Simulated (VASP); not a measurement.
Here is a VASP 6.6.1 calculation.

Contents of INCAR:

```
SYSTEM = Sb
PREC = Accurate
ENCUT = 520
EDIFF = 1E-6
ISMEAR = 1
SIGMA = 0.15
LREAL = .False.
LASPH = .True.
NELM = 100
ALGO = Normal
ISIF = 2
LWAVE = .False.
LCHARG = .True.
GGA = PE
LELF = .True.
LVHAR = .True.
NBANDS = 14
```

File KPOINTS:

```
regular mesh
0
Gamma
  7 7 9
  0 0 0
```

The input POSCAR:

```
Sb
1.0
    4.5354051211      0.0000000000      0.0000000000
   -2.2677025605      3.9277760513      0.0000000000
    0.0000000000      0.0000000000      2.6981801758
Sb
3
Direct
    0.0000000000      0.0000000000      0.0000000000
    0.3333333333      0.6666666667      0.5000000000
    0.6666666667      0.3333333333      0.5000000000
```

Potentials or basis: VASP PAW PBE potentials, release 64 (Sb).

Run with:

```bash
$ cat potpaw_PBE.64/Sb/POTCAR > POTCAR
$ mpirun -np 1 vasp_std > vasp.out
```

(1) What does it give for the pressure?

## Answers

(1) 112.8 GPa.
